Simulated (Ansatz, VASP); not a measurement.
**Sr2NbO2: VASP beside Ansatz**

```
Sr Nb O
1.0
     3.62225    0.00000    0.00000
    -1.81112    3.13696    0.00000
     0.00000    0.00000    8.74842
Sr Nb O
2 1 2
Direct
  0.66667 0.33333 0.21551
  0.33333 0.66667 0.78449
  0.00000 0.00000 0.50000
  0.66667 0.33333 0.61120
  0.33333 0.66667 0.38880
```

Change from the starting cell: species swapped into the Ba2SrN2 type (P-3m1, No. 164).

Alike in both runs: functional PBE; k mesh 6 × 6 × 2; occupations gaussian, width 0.1 eV; collinear spin.

Ansatz relaxed the structure, and its values are those at the end. VASP's run is a single point on that final structure, the one shown.

```csv
,VASP,Ansatz
version,VASP 6.6.1,Ansatz 0.2.0
potentials or method,"VASP PAW PBE potentials, release 64 (Sr_sv, Nb_sv, O), cutoff 520 eV","scalar-relativistic, plane waves, PAW"
valence electrons in the cell,45,45
```

Ansatz gave:

- gap on the k mesh at the Fermi level (eV): none
- pressure (GPa): -0.1
- rms of the force components (eV/Å): 0.017
- net moment per atom (μB): 0.25
- size of the moment on the site where the two differ most (μB): 0.80

Question: Estimate VASP's values.

Answer: gap on the k mesh at the Fermi level (eV): none; pressure (GPa): 0.1; rms of the force components (eV/Å): 0.041; net moment per atom (μB): 0.25; size of the moment on the site where the two differ most (μB): 1.08.

Site moments also hang on the region over which each program counts them. A gap of «none» marks a metal or a gap that the smearing closes. With one functional, cell and mesh, what is left measures potentials, basis and numerics. Ansatz's warnings: no starting moments.
